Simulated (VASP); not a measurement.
**Zr: electric field gradients with PBE**

Crystal: Zr.

```
Zr
1.0
     3.19545    0.00000    0.00000
    -1.59773    2.76734    0.00000
     0.00000    0.00000    5.10232
Zr
2
Direct
  0.33333 0.66667 0.25000
  0.66667 0.33333 0.75000
```

This cell differs from its parent crystal: volume scaled by 0.96.

```yaml
Program: VASP 6.6.1
Task: electric field gradients
Functional: PBE
Potentials_or_basis: VASP PAW PBE potentials, release 64 (Zr_sv)
Cutoff: 520 eV
k_mesh: 12 × 12 × 7
Occupations: fermi-dirac, width 0.05 eV
Spin: no spin polarisation
Dipole_correction: no
Further_INCAR_settings: ALGO = Normal; EDIFF = 1e-08; NBANDS = 19
```

| Property | Result |
| --- | --- |
| Pressure | 3.7 GPa |
| Band gap on the k mesh | zero (band 12 reaches 10.22 eV, above the bottom of band 13 at 9.10 eV) |

Stress tensor (GPa, compression positive):
```
3.45 0.00 0.00
0.00 3.45 0.00
0.00 0.00 4.06
```

Levels at points of the mesh, in eV from the Fermi level:
```tsv
k point	band 8	band 9	band 10	band 11	band 12	band 13	band 14	band 15	band 16	band 17
(0.00, 0.00, 0.00)	-26.25	-5.71	-3.12	0.87	0.87	1.00	1.27	1.58	1.58	2.21
(0.50, 0.00, 0.00)	-26.37	-2.68	-2.56	-2.24	-0.14	0.54	0.80	1.50	5.09	5.49
```

Electric field gradients, principal values (V/Å²):
```tsv
atom	least	middle	greatest (by size)
1 Zr	-20.932	-20.932	41.865
2 Zr	-20.932	-20.932	41.865
```

Run time: 36 s on 1 thread of Intel Xeon 6975P-C (shared host), peak memory 0.19 GiB.

Caveat: without QUAD_EFG the Cq values of the log hold for a quadrupole moment of 1 mb, not for the nuclei.
